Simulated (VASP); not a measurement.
# Hf (P6/mmm) in VASP: further runs

The runs below take Hf through single point, with PBE.

Everything below comes from runs of VASP 6.6.1. Logs are shortened: lines on timing, memory, paths and dates and some standing lists are left out, and cuts for length are marked.

## 1. The cell of the first run

Symmetry: P6/mmm, No. 191, hexagonal system. The conventional cell has a = 4.552 Å, b = 4.552 Å, c = 2.834 Å, α = 90.00°, β = 90.00°, γ = 120.00°. Within 3.5 Å of Hf (site symmetry -6m2) lie 11 Hf at 2.63 to 2.99 Å. Within 3.7 Å of Hf (site symmetry 6/mmm) lie 14 Hf at 2.83 to 2.99 Å.

## 2. Single point, PBE (volume scaled by 0.760)

The input, INCAR:

```
SYSTEM = Hf
  PREC = Accurate
  ENCUT = 520
  EDIFF = 1E-7
  ISMEAR = 0
  SIGMA = 0.05
  LREAL = .False.
  LASPH = .True.
  NELM = 60
  ALGO = Fast
  ISIF = 2
  LWAVE = .False.
  LCHARG = .True.
  GGA = PE
  LELF = .True.
  LVHAR = .True.
  NBANDS = 22
```

The input, KPOINTS:

```
regular mesh
0
Gamma
  10 10 14
  0 0 0
```

The input, POSCAR:

```
Hf
1.0
    4.5523109939      0.0000000000      0.0000000000
   -2.2761554969      3.9424169667      0.0000000000
    0.0000000000      0.0000000000      2.8337314730
Hf
3
Direct
    0.6666666667      0.3333333333      0.5000000000
    0.3333333333      0.6666666667      0.5000000000
    0.0000000000      0.0000000000      0.0000000000
```

Potentials or basis: VASP PAW PBE potentials, release 64 (Hf_pv).

The run is started by

```console
$ cat potpaw_PBE.64/Hf_pv/POTCAR > POTCAR
$ mpirun -np 1 vasp_std > vasp.out
```

OUTCAR:

```text
SYSTEM = Hf
   PREC = Accurate
   ENCUT = 520
   EDIFF = 1E-7
   ISMEAR = 0
   LREAL = .False.
   LASPH = .True.
   NELM = 60
   ISIF = 2
   GGA = PE

 ion  position               nearest neighbor table
   1  0.667  0.333  0.500-   2 2.63   2 2.63   2 2.63   3 2.99   3 2.99   3 2.99   3 2.99   3 2.99
                             3 2.99   2 3.86   2 3.86   2 3.86   2 3.86   2 3.86   2 3.86
   2  0.333  0.667  0.500-   1 2.63   1 2.63   1 2.63   3 2.99   3 2.99   3 2.99   3 2.99   3 2.99
                             3 2.99   1 3.86   1 3.86   1 3.86   1 3.86   1 3.86   1 3.86
   3  0.000  0.000  0.000-   1 2.99   2 2.99   1 2.99   2 2.99   1 2.99   1 2.99   2 2.99   2 2.99
                             1 2.99   1 2.99   2 2.99   2 2.99

  LATTYP: Found a hexagonal cell.
 ALAT       =     4.5523109939
 C/A-ratio  =     0.6224819607

  Lattice vectors:

 A1 = (   4.5523109939,   0.0000000000,   0.0000000000)
 A2 = (  -2.2761554969,   3.9424169667,   0.0000000000)
 A3 = (   0.0000000000,   0.0000000000,   2.8337314730)

Analysis of symmetry for initial positions (statically):
=====================================================================
 Subroutine PRICEL returns:
 Original cell was already a primitive cell.

 Routine SETGRP: Setting up the symmetry group for a
 hexagonal supercell.

 Subroutine GETGRP returns: Found 24 space group operations
 (whereof 24 operations were pure point group operations)
 out of a pool of 24 trial point group operations.

The static configuration has the point symmetry D_6h.

Analysis of symmetry for dynamics (positions and initial velocities):
=====================================================================
 Subroutine PRICEL returns:
 Original cell was already a primitive cell.

 Routine SETGRP: Setting up the symmetry group for a
 hexagonal supercell.

 Subroutine GETGRP returns: Found 24 space group operations
 (whereof 24 operations were pure point group operations)
 out of a pool of 24 trial point group operations.

The dynamic configuration has the point symmetry D_6h.

 Subroutine INISYM returns: Found 24 space group operations
 (whereof 24 operations are pure point group operations),
 and found     1 'primitive' translations

----------------------------------------------------------------------------------------

                                     Primitive cell

  volume of cell :      50.8573

  direct lattice vectors                    reciprocal lattice vectors
     4.552310994  0.000000000  0.000000000     0.219668648  0.126825753  0.000000000
    -2.276155497  3.942416967  0.000000000     0.000000000  0.253651506  0.000000000
     0.000000000  0.000000000  2.833731473     0.000000000  0.000000000  0.352891588

  length of vectors
     4.552310994  4.552310994  2.833731473     0.253651506  0.253651506  0.352891588

  position of ions in fractional coordinates (direct lattice)
     0.666666667  0.333333333  0.500000000
     0.333333333  0.666666667  0.500000000
     0.000000000  0.000000000  0.000000000

  ion indices of the primitive-cell ions
   primitive index   ion index
                 1           1
                 2           2
                 3           3

----------------------------------------------------------------------------------------

 KPOINTS: regular mesh

Automatic generation of k-mesh.
 Grid dimensions read from file:
 generate k-points for:   10   10   14

 Generating k-lattice:

  Cartesian coordinates                     Fractional coordinates (reciprocal lattice)
     0.021966865  0.012682575  0.000000000     0.100000000  0.000000000  0.000000000
     0.000000000  0.025365151  0.000000000     0.000000000  0.100000000  0.000000000
     0.000000000  0.000000000  0.025206542     0.000000000  0.000000000  0.071428571

  Length of vectors
     0.025365151  0.025365151  0.025206542

  Shift w.r.t. Gamma in fractional coordinates (k-lattice)
     0.000000000  0.000000000  0.000000000

 Subroutine IBZKPT returns following result:
 ===========================================

 Found    112 irreducible k-points:

 Following reciprocal coordinates:
            Coordinates               Weight
  0.000000  0.000000  0.000000      1.000000
  0.100000 -0.000000  0.000000      6.000000
  0.200000 -0.000000  0.000000      6.000000
  0.300000 -0.000000  0.000000      6.000000
  0.400000  0.000000  0.000000      6.000000
  0.500000 -0.000000  0.000000      3.000000
[... 16 lines left out ...]
  0.300000  0.100000  0.071429     24.000000
  0.400000  0.100000  0.071429     24.000000
 [... further k-points ...]
   k-points           NKPTS =    112   k-points in BZ     NKDIM =    112   number of bands    NBANDS=     22
   number of dos      NEDOS =    301   number of ions     NIONS =      3
   total plane-waves  NPLWV =  31104
   dimension x,y,z NGX =    36 NGY =   36 NGZ =   24
   dimension x,y,z NGXF=    72 NGYF=   72 NGZF=   48
   ions per type =               3
   NGX,Y,Z   is equivalent  to a cutoff of  13.15, 13.15, 14.08 a.u.
   NGXF,Y,Z  is equivalent  to a cutoff of  26.29, 26.29, 28.16 a.u.
 SYSTEM =  Hf
   PREC   = accura    normal or accurate (medium, high low for compatibility)
   ISTART =      0    job   : 0-new  1-cont  2-samecut
   ICHARG =      2    charge: 1-file 2-atom 10-const
   ISPIN  =      1    spin polarized calculation?
   LNONCOLLINEAR =      F non collinear calculations
   LSORBIT =      F    spin-orbit coupling
   LASPH  =      T    aspherical Exc in radial PAW
   ENCUT  =  520.0 eV  38.22 Ry    6.18 a.u.   8.46  8.46  5.27*2*pi/ulx,y,z
   NELM   =     60;   NELMIN=  2; NELMDL= -5     # of ELM steps
   EDIFF  = 0.1E-06   stopping-criterion for ELM
   LREAL  =      F    real-space projection
   EDIFFG = 0.1E-05   stopping-criterion for IOM
   NSW    =      0    number of steps for IOM
   IBRION =     -1    ionic relax: 0-MD 1-quasi-New 2-CG
   NFREE  =      0    steps in history (QN), initial steepest desc. (CG)
   ISIF   =      2    stress and relaxation
   ISYM   =      2    0-nonsym 1-usesym 2-fastsym
   POTIM  = 0.5000    time-step for ionic-motion
   TEBEG  =    0.0;   TEEND  =   0.0 temperature during run
   PSTRESS=    0.0 pullay stress
   NELECT =      30.0000    total number of electrons
   NUPDOWN=      -1.0000    fix difference up-down
   EMIN   =  10.00;   EMAX   =-10.00  energy-range for DOS
   EFERMI =   0.00;   METHOD = LEGACY
   ISMEAR =     0;   SIGMA  =   0.05  broadening in eV -4-tet -1-fermi 0-gaus
   EFERMI_NEDOS =   21; number of points for ismear=-14 and -15
   IALGO  =     68    algorithm
   IMIX   =      4    mixing-type and parameters
     AMIX     =   0.40;   BMIX     =  1.00
     AMIX_MAG =   1.60;   BMIX_MAG =  1.00
  volume/ion in A,a.u.               =      16.95       114.40
  Fermi-wavevector in a.u.,A,eV,Ry     =   1.372980  2.594556 25.647988  1.885074
  Thomas-Fermi vector in A             =   2.498538
   LORBIT       =      0    0 simple, 1 ext, 2 COOP (PROOUT), +10 PAW based schemes
   GGA     = PE    functional components
   LHFCALC =     F    Hartree Fock is set to
   AEXX    =    0.0000 exact exchange contribution
   IVDW    =     0    specifies the selected vdW correction
   LEPSILON=     F    determine dielectric tensor
   LRPA    =     F    only Hartree local field effects (RPA)
 non-spin polarized calculation
 RMM-DIIS sequential band-by-band and
 Gauss-broadening in eV      SIGMA  =   0.05
  energy-cutoff  :      520.00
  volume of cell :       50.86
 maximum number of plane-waves:      1402
 NGX is ok and might be reduce to    36
   NGX = 17   NGY = 17   NGZ = 11

 number of electron      30.0000003 magnetization

 Free energy of the ion-electron system (eV)
  ---------------------------------------------------
  ext. energy  EPLUGINS =         0.00000000
  ---------------------------------------------------
  free energy    TOTEN  =       -27.73807648 eV

  energy without entropy =      -27.73600864  energy(sigma->0) =      -27.73704256

 E-fermi :   6.8226     XC(G=0): -12.6142

 val. band max:        6.8160734983   @ k =   0.3000   0.3000   0.2143
 cond. band min:       6.8423896121   @ k =   0.3000   0.3000   0.2143
 fundamental gap:      0.0263161138
 Fermi energy:         6.8226129631

 k-point     1 :       0.0000    0.0000    0.0000
  band No.  band energies     occupation
      1     -23.8180      2.00000
      2     -23.8180      2.00000
      3     -23.5236      2.00000
      4     -23.5236      2.00000
      5     -22.7421      2.00000
      6     -22.2739      2.00000
[... 14 lines left out ...]
     21      10.2347      0.00000
     22      10.2355      0.00000

 k-point     2 :       0.1000   -0.0000    0.0000
  band No.  band energies     occupation
      1     -23.9156      2.00000
      2     -23.8795      2.00000
      3     -23.4141      2.00000
      4     -23.3974      2.00000
      5     -22.7286      2.00000
      6     -22.2806      2.00000
[... 14 lines left out ...]
     21       9.6922      0.00000
     22      10.9583      0.00000

 k-point     3 :       0.2000   -0.0000    0.0000
  band No.  band energies     occupation
      1     -24.0648      2.00000
      2     -23.9224      2.00000
      3     -23.2316      2.00000
      4     -23.1801      2.00000
      5     -22.6898      2.00000
      6     -22.3798      2.00000
[... 14 lines left out ...]
     21       9.9496      0.00000
     22      11.7253      0.00000

 k-point     4 :       0.3000   -0.0000    0.0000
  band No.  band energies     occupation
      1     -24.1883      2.00000
      2     -23.8694      2.00000
      3     -23.0615      2.00000
      4     -23.0398      2.00000
      5     -22.6315      2.00000
      6     -22.5913      2.00000
[... 14 lines left out ...]
     21      10.6946      0.00000
     22      12.5585      0.00000

 k-point     5 :       0.4000    0.0000    0.0000
  band No.  band energies     occupation
      1     -24.2674      2.00000
      2     -23.7134      2.00000
      3     -23.1839      2.00000
      4     -22.9376      2.00000
      5     -22.6152      2.00000
      6     -22.5652      2.00000
[... 14 lines left out ...]
     21      11.4164      0.00000
     22      11.6622      0.00000

 k-point     6 :       0.5000   -0.0000    0.0000
  band No.  band energies     occupation
      1     -24.2945      2.00000
      2     -23.5081      2.00000
      3     -23.4247      2.00000
      4     -22.8909      2.00000
      5     -22.5836      2.00000
      6     -22.5251      2.00000
[... 14 lines left out ...]
     21      10.5154      0.00000
     22      12.4835      0.00000

 k-point     7 :       0.1000    0.1000    0.0000
  band No.  band energies     occupation
      1     -24.0046      2.00000
      2     -23.9442      2.00000
      3     -23.2619      2.00000
      4     -23.2533      2.00000
      5     -22.7024      2.00000
      6     -22.3225      2.00000
[... 324 lines left out ...]
      6     -22.5748      2.00000
[... 14 lines left out ...]
     21      10.5341      0.00000
     22      12.5315      0.00000

 k-point    21 :       0.1000    0.1000    0.0714
  band No.  band energies     occupation
      1     -23.9909      2.00000
      2     -23.9281      2.00000
      3     -23.2588      2.00000
      4     -23.2465      2.00000
      5     -22.7590      2.00000
      6     -22.4114      2.00000
[... 14 lines left out ...]
     21       9.8070      0.00000
     22      11.7101      0.00000

 k-point    22 :       0.2000    0.1000    0.0714
  band No.  band energies     occupation
      1     -24.0954      2.00000
      2     -23.9325      2.00000
      3     -23.1213      2.00000
      4     -23.0570      2.00000
      5     -22.7150      2.00000
      6     -22.5557      2.00000
[... 14 lines left out ...]
     21      10.3316      0.00000
     22      12.5017      0.00000

 k-point    23 :       0.3000    0.1000    0.0714
  band No.  band energies     occupation
      1     -24.1830      2.00000
      2     -23.8336      2.00000
      3     -23.1325      2.00000
      4     -22.9320      2.00000
      5     -22.6983      2.00000
      6     -22.5983      2.00000
[... 14 lines left out ...]
     21      11.1277      0.00000
     22      11.7094      0.00000

 k-point    24 :       0.4000    0.1000    0.0714
  band No.  band energies     occupation
      1     -24.2306      2.00000
      2     -23.6459      2.00000
      3     -23.3637      2.00000
      4     -22.8643      2.00000
      5     -22.6309      2.00000
      6     -22.5686      2.00000
[... 14 lines left out ...]
     21      10.7476      0.00000
     22      12.1478      0.00000

 [... further k-points ...]
[... 5 lines left out ...]
  --------------------------------------------------------------------------------------
  -------------------------------------------------------------------------------------
  Total       14.9671207     14.9671207     15.0967018      0.0000000      0.0000000     -0.0000000
  in kB      471.5151709    471.5151709    475.5974159      0.0000000      0.0000000     -0.0000000
  external PRESSURE =     472.8759192 kB  Pullay stress =       0.0000000 kB

 VOLUME and BASIS-vectors are now :
 -----------------------------------------------------------------------------
  energy-cutoff  :      520.00
  volume of cell :       50.86
      direct lattice vectors                 reciprocal lattice vectors
     4.552310994  0.000000000  0.000000000     0.219668648  0.126825753  0.000000000
    -2.276155497  3.942416967  0.000000000     0.000000000  0.253651506  0.000000000
     0.000000000  0.000000000  2.833731473     0.000000000  0.000000000  0.352891588

 POSITION                                       TOTAL-FORCE (eV/Angst)
 -----------------------------------------------------------------------------------
      2.27616      1.31414      1.41687         0.000000      0.000000      0.000000
     -0.00000      2.62828      1.41687        -0.000000     -0.000000      0.000000
      0.00000      0.00000      0.00000         0.000000      0.000000      0.000000
 -----------------------------------------------------------------------------------
    total drift:                                0.000000      0.000000     -0.000000

  FREE ENERGIE OF THE ION-ELECTRON SYSTEM (eV)
  ---------------------------------------------------
  free  energy   TOTEN  =       -27.7380764827 eV

  energy  without entropy=      -27.7360086406  energy(sigma->0) =      -27.73704256
```

Run time: 70 s. Hardware: 1 thread of Intel Xeon Platinum 8488C (Sapphire Rapids), shared host; peak memory 0.24 GiB.

Results:

```yaml
Free_energy: -27.7381 eV
Pressure: 47.3 GPa
Band_gap_on_the_k_mesh: zero (band 15 reaches 7.43 eV, above the bottom of band 16 at 6.38 eV)
```

Stress tensor (GPa, compression positive):
```
47.15  0.00  0.00
 0.00 47.15  0.00
 0.00  0.00 47.56
```

Caveat: spin-orbit coupling is left out, which moves the levels of the heavy elements.

## 3. Single point, PBE (volume scaled by 0.800)

The input, INCAR:

```
SYSTEM = Hf
PREC = Accurate
ENCUT = 520
EDIFF = 1E-7
ISMEAR = 0
SIGMA = 0.05
LREAL = .False.
LASPH = .True.
NELM = 80
ALGO = Fast
ISIF = 2
LWAVE = .False.
LCHARG = .False.
GGA = PE
NBANDS = 22
```

The input, KPOINTS:

```
Automatic mesh
0
Gamma
  10 10 14
  0 0 0
```

The input, POSCAR:

```
Hf
1.0
    4.6299463984      0.0000000000      0.0000000000
   -2.3149731992      4.0096511992      0.0000000000
    0.0000000000      0.0000000000      2.8836796266
Hf
3
Direct
    0.6666666667      0.3333333333      0.5000000000
    0.3333333333      0.6666666667      0.5000000000
    0.0000000000      0.0000000000      0.0000000000
```

Potentials or basis: VASP PAW PBE potentials, release 64 (Hf_pv).

The run is started by

```console
$ cat potpaw_PBE.64/Hf_pv/POTCAR > POTCAR
$ mpirun -np 1 vasp_std > vasp.out
```

It took 68 s on 1 thread of Intel Xeon Platinum 8488C (Sapphire Rapids), shared host; peak memory 0.24 GiB.

The run converged. Its results:

* Free energy: -28.4224 eV
* Pressure: 35.0 GPa
* Band gap on the k mesh: zero (band 15 reaches 6.97 eV, above the bottom of band 16 at 5.91 eV)

Stress tensor (GPa, compression positive):
```
34.91  0.00  0.00
 0.00 34.91  0.00
 0.00  0.00 35.18
```

Levels at points of the mesh, in eV from the Fermi level:
| k point | band 12 | band 13 | band 14 | band 15 | band 16 | band 17 | band 18 | band 19 |
| --- | --- | --- | --- | --- | --- | --- | --- | --- |
| (0.00, 0.00, 0.00) | -0.64 | -0.56 | -0.56 | -0.51 | -0.51 | 1.23 | 2.43 | 2.43 |
| (0.50, 0.00, 0.00) | -4.27 | -0.84 | -0.82 | -0.61 | -0.03 | 0.99 | 1.61 | 2.13 |
| (0.00, 0.00, 0.50) | -3.16 | -2.56 | -2.56 | -1.96 | 1.54 | 1.54 | 2.62 | 2.62 |
| (0.50, 0.00, 0.50) | -2.75 | -2.07 | -1.06 | -0.65 | 0.35 | 1.24 | 1.50 | 2.25 |

Caveat: spin-orbit coupling is left out, which moves the levels of the heavy elements.

(Part 1 of 2 ends here.)
